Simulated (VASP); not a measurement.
# Rb (Im-3m) in VASP: notebook

Rb is run at these levels: PBE, HSE06; tasks: single point.

Program: VASP 6.6.1. These are calculated values, not measurements. Logs are shortened: lines on timing, memory, paths and dates and some standing lists are left out, and cuts for length are marked.

### 1 The cell of the first run

The structure is cubic, space group Im-3m (No. 229). Conventional cell: a = 5.590 Å, b = 5.590 Å, c = 5.590 Å, α = 90.00°, β = 90.00°, γ = 90.00°.

### 2 Single point, PBE

Contents of INCAR:

```
PREC     = Accurate       # precision mode
ENCUT    = 520            # plane-wave cutoff, eV
EDIFF    = 1E-6           # SCF threshold, eV
ISMEAR   = 0              # smearing method
SIGMA    = 0.05           # smearing width, eV
LREAL    = False          # projectors in reciprocal space
LASPH    = True           # aspherical terms in the spheres
NELM     = 80             # most SCF steps
ALGO     = Normal         # electronic algorithm
ISIF     = 2              # what is computed and relaxed
LWAVE    = False          # write WAVECAR
LCHARG   = False          # write CHGCAR
GGA      = PE             # functional
NBANDS   = 10             # bands
```

Contents of KPOINTS:

```
regular mesh
0
Gamma
  6 6 6
```

Contents of POSCAR:

```
Rb
1.0
   -2.7950000000      2.7950000000      2.7950000000
    2.7950000000     -2.7950000000      2.7950000000
    2.7950000000      2.7950000000     -2.7950000000
Rb
1
Direct
    0.0000000000      0.0000000000      0.0000000000
```

Potentials or basis: VASP PAW PBE potentials, release 64 (Rb_sv).

On the command line:

```console
$ cat potpaw_PBE.64/Rb_sv/POTCAR > POTCAR
$ mpirun -np 1 vasp_std > vasp.out
```

OUTCAR:

```text
PREC = Accurate
   ENCUT = 520
   EDIFF = 1E-6
   ISMEAR = 0
   LREAL = False
   LASPH = True
   NELM = 80
   ISIF = 2
   GGA = PE

 ion  position               nearest neighbor table
   1  0.000  0.000  0.000-

  LATTYP: Found a body centered cubic cell.
 ALAT       =     5.5900000000

  Lattice vectors:

 A1 = (  -2.7950000000,   2.7950000000,   2.7950000000)
 A2 = (   2.7950000000,  -2.7950000000,   2.7950000000)
 A3 = (   2.7950000000,   2.7950000000,  -2.7950000000)

Analysis of symmetry for initial positions (statically):
=====================================================================
 Subroutine PRICEL returns:
 Original cell was already a primitive cell.

 Routine SETGRP: Setting up the symmetry group for a
 body centered cubic supercell.

 Subroutine GETGRP returns: Found 48 space group operations
 (whereof 48 operations were pure point group operations)
 out of a pool of 48 trial point group operations.

The static configuration has the point symmetry O_h .

Analysis of symmetry for dynamics (positions and initial velocities):
=====================================================================
 Subroutine PRICEL returns:
 Original cell was already a primitive cell.

 Routine SETGRP: Setting up the symmetry group for a
 body centered cubic supercell.

 Subroutine GETGRP returns: Found 48 space group operations
 (whereof 48 operations were pure point group operations)
 out of a pool of 48 trial point group operations.

The dynamic configuration has the point symmetry O_h .

 Subroutine INISYM returns: Found 48 space group operations
 (whereof 48 operations are pure point group operations),
 and found     1 'primitive' translations

----------------------------------------------------------------------------------------

                                     Primitive cell

  volume of cell :      87.3384

  direct lattice vectors                    reciprocal lattice vectors
    -2.795000000  2.795000000  2.795000000     0.000000000  0.178890877  0.178890877
     2.795000000 -2.795000000  2.795000000     0.178890877  0.000000000  0.178890877
     2.795000000  2.795000000 -2.795000000     0.178890877  0.178890877  0.000000000

  length of vectors
     4.841082007  4.841082007  4.841082007     0.252989904  0.252989904  0.252989904

  position of ions in fractional coordinates (direct lattice)
     0.000000000  0.000000000  0.000000000

  ion indices of the primitive-cell ions
[... 69 lines left out ...]
   IBRION =     -1    ionic relax: 0-MD 1-quasi-New 2-CG
   NFREE  =      0    steps in history (QN), initial steepest desc. (CG)
   ISIF   =      2    stress and relaxation
   ISYM   =      2    0-nonsym 1-usesym 2-fastsym
   POTIM  = 0.5000    time-step for ionic-motion
   TEBEG  =    0.0;   TEEND  =   0.0 temperature during run
   PSTRESS=    0.0 pullay stress
   NELECT =       9.0000    total number of electrons
   NUPDOWN=      -1.0000    fix difference up-down
   EMIN   =  10.00;   EMAX   =-10.00  energy-range for DOS
   EFERMI =   0.00;   METHOD = LEGACY
   ISMEAR =     0;   SIGMA  =   0.05  broadening in eV -4-tet -1-fermi 0-gaus
   EFERMI_NEDOS =   21; number of points for ismear=-14 and -15
   IALGO  =     38    algorithm
   IMIX   =      4    mixing-type and parameters
     AMIX     =   0.40;   BMIX     =  1.00
     AMIX_MAG =   1.60;   BMIX_MAG =  1.00
  volume/ion in A,a.u.               =      87.34       589.39
  Fermi-wavevector in a.u.,A,eV,Ry     =   0.767516  1.450394  8.014922  0.589080
  Thomas-Fermi vector in A             =   1.868089
   LORBIT       =      0    0 simple, 1 ext, 2 COOP (PROOUT), +10 PAW based schemes
   GGA     = PE    functional components
   LHFCALC =     F    Hartree Fock is set to
   AEXX    =    0.0000 exact exchange contribution
   IVDW    =     0    specifies the selected vdW correction
   LEPSILON=     F    determine dielectric tensor
   LRPA    =     F    only Hartree local field effects (RPA)
 non-spin polarized calculation
 Gauss-broadening in eV      SIGMA  =   0.05
  energy-cutoff  :      520.00
  volume of cell :       87.34
 maximum number of plane-waves:      2382
   NGX = 19   NGY = 19   NGZ = 19

 number of electron       9.0000000 magnetization

 Free energy of the ion-electron system (eV)
  ---------------------------------------------------
  ext. energy  EPLUGINS =         0.00000000
  ---------------------------------------------------
  free energy    TOTEN  =        -0.91657215 eV

  energy without entropy =       -0.91038047  energy(sigma->0) =       -0.91347631

 E-fermi :   0.1277     XC(G=0):  -5.5660

 val. band max:       -0.0964726183   @ k =   0.1667   0.1667   0.1667
 cond. band min:       0.1332232946   @ k =   0.3333   0.1667   0.0000
 fundamental gap:      0.2296959129
 Fermi energy:         0.1276615220

 k-point     1 :       0.0000    0.0000    0.0000
  band No.  band energies     occupation
      1     -28.7750      2.00000
      2     -12.8130      2.00000
      3     -12.8130      2.00000
      4     -12.8130      2.00000
      5      -1.9209      2.00000
      6       3.8229      0.00000
      7       3.8229      0.00000
      8       3.8229      0.00000
      9       4.7858      0.00000
     10       4.7858      0.00000
[... 183 lines left out ...]
 k-point    16 :       0.5000    0.5000    0.5000
  band No.  band energies     occupation
      1     -28.7659      2.00000
      2     -12.8917      2.00000
      3     -12.8917      2.00000
      4     -12.8917      2.00000
      5       1.3362      0.00000
      6       1.3362      0.00000
      7       3.4648      0.00000
      8       3.4648      0.00000
      9       3.4648      0.00000
     10       5.1244      0.00000

------------------------ aborting loop because EDIFF is reached ----------------------------------------

  FORCE on cell =-STRESS in cart. coord.  units (eV):
  Direction    XX          YY          ZZ          XY          YZ          ZX
  --------------------------------------------------------------------------------------
  -------------------------------------------------------------------------------------
  Total        0.0812445      0.0812445      0.0812445      0.0000000     -0.0000000      0.0000000
  in kB        1.4903881      1.4903881      1.4903881      0.0000000     -0.0000000      0.0000000
  external PRESSURE =       1.4903881 kB  Pullay stress =       0.0000000 kB

 VOLUME and BASIS-vectors are now :
 -----------------------------------------------------------------------------
  energy-cutoff  :      520.00
  volume of cell :       87.34
      direct lattice vectors                 reciprocal lattice vectors
    -2.795000000  2.795000000  2.795000000     0.000000000  0.178890877  0.178890877
     2.795000000 -2.795000000  2.795000000     0.178890877  0.000000000  0.178890877
     2.795000000  2.795000000 -2.795000000     0.178890877  0.178890877  0.000000000

 POSITION                                       TOTAL-FORCE (eV/Angst)
 -----------------------------------------------------------------------------------
      0.00000      0.00000      0.00000        -0.000000      0.000000      0.000000
 -----------------------------------------------------------------------------------
    total drift:                               -0.000000      0.000000      0.000000

  FREE ENERGIE OF THE ION-ELECTRON SYSTEM (eV)
  ---------------------------------------------------
  free  energy   TOTEN  =        -0.9165721549 eV

  energy  without entropy=       -0.9103804694  energy(sigma->0) =       -0.91347631
```

Wall time 8.9 s (1 thread of Intel Xeon Platinum 8259CL at 2.50GHz (Skylake/Cascade Lake), shared host); peak memory 0.2 GiB.

Results:

```
Free energy            : -0.9166 eV
Pressure               : 0.1 GPa
Band gap on the k mesh : zero (an odd number of electrons rules out a gap without spin polarisation)
```

Levels at points of the mesh, in eV from the Fermi level:
```csv
k point,band 1,band 2,band 3,band 4,band 5,band 6,band 7,band 8
"(0.00, 0.00, 0.00)",-28.90,-12.94,-12.94,-12.94,-2.05,3.70,3.70,3.70
"(0.50, 0.00, 0.00)",-28.90,-13.05,-12.98,-12.94,0.21,0.79,2.57,4.32
"(0.50, 0.50, 0.50)",-28.89,-13.02,-13.02,-13.02,1.21,1.21,3.34,3.34
```

### 3 Single point, HSE06

POSCAR is that of step 2.

Contents of INCAR.step1:

```
SYSTEM = Rb
PREC = Accurate
ENCUT = 520
EDIFF = 1E-5
ISMEAR = 0
SIGMA = 0.05
LREAL = .FALSE.
LASPH = .TRUE.
NELM = 80
ALGO = Normal
ISIF = 2
LWAVE = .TRUE.
NBANDS = 10
GGA = PE
```

Contents of INCAR.step2:

```
SYSTEM = Rb
PREC = Accurate
ENCUT = 520
EDIFF = 1E-7
ISMEAR = 0
SIGMA = 0.05
LREAL = .FALSE.
LASPH = .TRUE.
NELM = 80
ALGO = Normal
ISIF = 2
LWAVE = .FALSE.
LCHARG = .TRUE.
GGA = PE
LHFCALC = .TRUE.
HFSCREEN = 0.2079
PRECFOCK = Normal
LELF = .TRUE.
LVHAR = .TRUE.
NBANDS = 10
ISTART = 1
```

Contents of KPOINTS:

```
Automatic mesh
0
G
  6 6 6
  0 0 0
```

Potentials or basis: VASP PAW PBE potentials, release 64 (Rb_sv).

On the command line:

```console
$ cat potpaw_PBE.64/Rb_sv/POTCAR > POTCAR
$ cp INCAR.step1 INCAR
$ mpirun -np 1 vasp_std > vasp.out
$ cp INCAR.step2 INCAR
$ mpirun -np 1 vasp_std > vasp.out
```

Run time: 23 min. Hardware: 1 thread of Intel Xeon Platinum 8259CL at 2.50GHz (Skylake/Cascade Lake), shared host; peak memory 0.33 GiB.

The run converged. Its results:

```yaml
Free_energy: -0.9802 eV
Pressure: 0.2 GPa
Band_gap_on_the_k_mesh: zero (an odd number of electrons rules out a gap without spin polarisation)
```

Levels at points of the mesh, in eV from the Fermi level:
```csv
k point,band 2,band 3,band 4,band 5,band 6,band 7
"(0.00, 0.00, 0.00)",-14.32,-14.32,-14.32,-2.38,4.13,4.13
"(0.50, 0.00, 0.00)",-14.44,-14.36,-14.32,0.29,0.81,2.91
"(0.50, 0.50, 0.50)",-14.40,-14.40,-14.40,1.42,1.42,3.56
```

Caveat: the PAW data sets were made with another functional, which shifts forces and pressure a little.
